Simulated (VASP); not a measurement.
C, 12 atoms in the cell. The typed cell holds 12 atoms: a = 2.467 Å, b = 2.467 Å, c = 28.994 Å, α = 90.00°, β = 90.00°, γ = 120.00°. 

```yaml
Program: VASP 6.6.1
Task: single point
Functional: PBE
Potentials_or_basis: VASP PAW PBE potentials, release 64 (C)
Cutoff: 520 eV
k_mesh: 18 × 18 × 2
Occupations: gaussian, width 0.1 eV
Spin: no spin polarisation
Dipole_correction: no
Further_INCAR_settings: ALGO = Normal; EDIFF = 1e-07; NBANDS = 36
```

Potentials or basis: VASP PAW PBE potentials, release 64 (C).

Launch:

```sh
$ cat potpaw_PBE.64/C/POTCAR > POTCAR
$ mpirun -np 1 vasp_std > vasp.out
```

Hardware: 1 thread of Intel Xeon 8259CL, with other jobs on the host.

Q: Estimate the wall time of this run.

A: It took 12 min on 1 thread of Intel Xeon 8259CL, with other jobs on the host, peak memory 0.42 GiB. Counts: scf iterations 16, k points 74.
